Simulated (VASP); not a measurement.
# Ni (Fm-3m) in VASP: notebook, part 2 of 2

VASP 6.6.1. The steps go on from the part before.

**4. Single point, r2SCAN, collinear spin, ferromagnetic start**

This run uses another cell than the first one, of 10.52 Å³/atom, 1.013 times its volume.

POSCAR

```
Ni
1.0
    0.0000000000      1.7392116818      1.7392116818
    1.7392116818      0.0000000000      1.7392116818
    1.7392116818      1.7392116818      0.0000000000
Ni
1
Direct
    0.0000000000      0.0000000000      0.0000000000
```

INCAR.step1

```
PREC     = Accurate       # precision mode
ENCUT    = 520            # plane-wave cutoff, eV
ISMEAR   = 0              # smearing method
SIGMA    = 0.05           # smearing width, eV
LREAL    = False          # projectors in reciprocal space
LASPH    = True           # aspherical terms in the spheres
NELM     = 150            # most SCF steps
ISPIN    = 2              # spin polarisation
MAGMOM   = 0.9            # initial moments
LMAXMIX  = 4              # l up to which the mixer works
NBANDS   = 15             # bands
GGA      = PE             # functional
ALGO     = Normal         # electronic algorithm
EDIFF    = 1E-4           # SCF threshold, eV
LWAVE    = True           # write WAVECAR
LCHARG   = False          # write CHGCAR
```

INCAR.step2

```
PREC     = Accurate       # precision mode
ENCUT    = 520            # plane-wave cutoff, eV
EDIFF    = 1E-6           # SCF threshold, eV
ISMEAR   = 0              # smearing method
SIGMA    = 0.05           # smearing width, eV
LREAL    = False          # projectors in reciprocal space
LASPH    = True           # aspherical terms in the spheres
NELM     = 150            # most SCF steps
ALGO     = Normal         # electronic algorithm
ISIF     = 2              # what is computed and relaxed
LWAVE    = False          # write WAVECAR
LCHARG   = False          # write CHGCAR
ISPIN    = 2              # spin polarisation
MAGMOM   = 0.9            # initial moments
LORBIT   = 11             # projections on sites
LMAXMIX  = 4              # l up to which the mixer works
METAGGA  = R2SCAN         # meta-GGA
LMIXTAU  = True         
NBANDS   = 15             # bands
ISTART   = 1
```

KPOINTS

```
Automatic mesh
0
Gamma
  22 22 22
```

Potentials or basis: VASP PAW PBE potentials, release 64 (Ni).

Started as:

```bash
$ cat potpaw_PBE.64/Ni/POTCAR > POTCAR
$ cp INCAR.step1 INCAR
$ mpirun -np 1 vasp_std > vasp.out
$ cp INCAR.step2 INCAR
$ mpirun -np 1 vasp_std > vasp.out
```

OUTCAR:

```text
PREC = Accurate
   ENCUT = 520
   EDIFF = 1E-6
   ISMEAR = 0
   LREAL = False
   LASPH = True
   NELM = 150
   ISIF = 2
   ISPIN = 2
   LORBIT = 11
   METAGGA = R2SCAN
   ISTART = 1

 ion  position               nearest neighbor table
   1  0.000  0.000  0.000-

  LATTYP: Found a face centered cubic cell.
 ALAT       =     3.4784233636

  Lattice vectors:

 A1 = (   0.0000000000,   1.7392116818,   1.7392116818)
 A2 = (   1.7392116818,   0.0000000000,   1.7392116818)
 A3 = (   1.7392116818,   1.7392116818,   0.0000000000)

Analysis of symmetry for initial positions (statically):
=====================================================================
 Subroutine PRICEL returns:
 Original cell was already a primitive cell.

 Routine SETGRP: Setting up the symmetry group for a
 face centered cubic supercell.

 Subroutine GETGRP returns: Found 48 space group operations
 (whereof 48 operations were pure point group operations)
 out of a pool of 48 trial point group operations.

The static configuration has the point symmetry O_h .

Analysis of symmetry for dynamics (positions and initial velocities):
[... 620 lines left out ...]
      3       8.0960      1.00000
      4       8.0960      1.00000
      5       8.8676      1.00000
      6       8.8676      1.00000
      7      34.3797      0.00000
      8      39.1650      0.00000
      9      39.1652      0.00000
     10      39.1652      0.00000
     11      42.0897      0.00000
     12      42.0897      0.00000
     13      42.0897      0.00000
     14      45.2379      0.00000
[... 403 lines left out ...]
      4       8.7621      1.00000
      5       9.9423      0.00019
      6      10.3183      0.00000
      7      16.6183      0.00000
      8      32.5239      0.00000
      9      35.2810      0.00000
     10      35.9894      0.00000
     11      39.3921      0.00000
     12      40.1295      0.00000
     13      46.1894      0.00000
     14      55.2109      0.00000
     15      57.9544      0.00000

 [... further k-points ...]
[... 5 lines left out ...]
  --------------------------------------------------------------------------------------
  -------------------------------------------------------------------------------------
  Total        0.0245497      0.0245497      0.0245497      0.0000000     -0.0000000      0.0000000
  in kB        3.7382539      3.7382539      3.7382539      0.0000000     -0.0000000      0.0000000
  external PRESSURE =       3.7382539 kB  Pullay stress =       0.0000000 kB

 VOLUME and BASIS-vectors are now :
 -----------------------------------------------------------------------------
  energy-cutoff  :      520.00
  volume of cell :       10.52
      direct lattice vectors                 reciprocal lattice vectors
     0.000000000  1.739211682  1.739211682    -0.287486569  0.287486569  0.287486569
     1.739211682  0.000000000  1.739211682     0.287486569 -0.287486569  0.287486569
     1.739211682  1.739211682  0.000000000     0.287486569  0.287486569 -0.287486569

 POSITION                                       TOTAL-FORCE (eV/Angst)
 -----------------------------------------------------------------------------------
      0.00000      0.00000      0.00000        -0.000000      0.000000     -0.000000
 -----------------------------------------------------------------------------------
    total drift:                                0.000000     -0.000000     -0.000000

  FREE ENERGIE OF THE ION-ELECTRON SYSTEM (eV)
  ---------------------------------------------------
  free  energy   TOTEN  =       -11.9435588546 eV

  energy  without entropy=      -11.9418727319  energy(sigma->0) =      -11.94271579

 total charge

# of ion       s       p       d       tot
------------------------------------------
    1        0.529   0.550   8.328   9.407

 magnetization (x)

# of ion       s       p       d       tot
------------------------------------------
    1       -0.010  -0.042   0.797   0.746
```

It took 2.7 min on 1 thread of Intel Xeon 6975P-C (Granite Rapids), shared host; peak memory 0.18 GiB.

Results:

```
Free energy                                           : -11.9436 eV
Pressure                                              : 0.4 GPa
Net moment                                            : 0.73 μB per cell
Site moments                                          : Ni +0.75 μB
Valence electrons inside the program's atomic spheres : Ni 9.41
```

Levels at points of the mesh, in eV from the Fermi level:
Spin up:
```csv
k point,band 3,band 4,band 5,band 6,band 7,band 8
"(0.00, 0.00, 0.00)",-3.05,-3.05,-1.71,-1.71,24.82,29.24
"(0.50, 0.00, 0.00)",-2.97,-1.08,-1.08,-0.49,5.87,23.24
"(0.50, 0.50, 0.00)",-0.99,-0.99,-0.96,2.49,9.63,15.72
```
Spin down:
```
           k point  band 1  band 2  band 3  band 4  band 5  band 6  band 7  band 8
(0.00, 0.00, 0.00)   -9.92   -1.72   -1.72   -1.72   -0.95   -0.95   24.56   29.35
(0.50, 0.00, 0.00)   -4.82   -2.06   -2.06   -0.70    0.17    0.17    6.57   23.13
(0.50, 0.50, 0.00)   -4.87   -3.88   -0.17    0.54    0.54    2.24    9.98   15.78
```

Caveat: the PAW data sets were made with another functional, which shifts forces and pressure a little.
